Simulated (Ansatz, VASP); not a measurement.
One calculation of Fe, two programs

INCAR

```
SYSTEM = Fe
PREC = Accurate
ENCUT = 520
EDIFF = 1E-6
ISMEAR = -1
SIGMA = 0.05
LREAL = .FALSE.
LASPH = .TRUE.
NELM = 150
ALGO = Normal
ISIF = 2
LWAVE = .FALSE.
LCHARG = .FALSE.
ISPIN = 2
MAGMOM = 3
LORBIT = 11
LMAXMIX = 4
GGA = B5
ALDAX = 1.0
AGGAX = 1.0
AGGAC = 1.0
ALDAC = 0.0
IVDW = 13
VDW_S6 = 1.0
VDW_S8 = 2.34076671
VDW_A1 = 0.44488865
VDW_A2 = 4.0933009
NBANDS = 14
```

File KPOINTS:

```
regular mesh
0
G
  13 13 13
  0 0 0
```

File POSCAR:

```
Fe
1.0
   -1.4430000000      1.4430000000      1.4430000000
    1.4430000000     -1.4430000000      1.4430000000
    1.4430000000      1.4430000000     -1.4430000000
Fe
1
Direct
    0.0000000000      0.0000000000      0.0000000000
```

The input input.yaml:

```yaml
crystal:
  lattice:
    - [-1.443, 1.443, 1.443]
    - [1.443, -1.443, 1.443]
    - [1.443, 1.443, -1.443]
  atoms:
    - { symbol: Fe, position: [0.0, 0.0, 0.0], spin: 3.0 }
hamiltonian:
  xc: blyp
  pseudopotentials: { kind: paw }
  dispersion: d4
magnetization:
  spin_polarized: true
kpoints:
  mp_grid: { grid: [13, 13, 13] }
scf:
  occupations: { method: fermi_dirac, width: 0.05 }
output:
  forces: true
  stress: true
  eigenvalues: true
  write_density: true
  write_potential: true
  elf: true
  volumetric_format: npy
```

Alike in both runs: task single point; functional BLYP; dispersion D4; k mesh 13 × 13 × 13; occupations fermi-dirac, width 0.05 eV; collinear spin.

```csv
,VASP,Ansatz
version,VASP 6.6.1,Ansatz 0.2.0
potentials or method,"VASP PAW PBE potentials, release 64 (Fe)",Ansatz PAW
plane-wave cutoff (eV),520,420
valence electrons in the cell,8,16
```

|  | VASP | Ansatz | Ansatz less VASP |
| --- | --- | --- | --- |
| gap on the k mesh at the Fermi level (eV) | none | none | - |
| pressure (GPa) | -10.7 | -11.2 | -0.52 |
| net moment per atom (μB) | 2.22 | 2.20 | -0.023 |
| size of the moment on the site where the two differ most (μB) | 2.22 | 2.25 | +0.025 |

VASP's potentials were made for PBE, not for BLYP. Site moments also hang on the region over which each program counts them. A gap of «none» marks a metal or a gap that the smearing closes. VASP's potentials hold 8 valence electrons a cell and Ansatz's 16, so a difference there can come from the potentials and not from the codes.
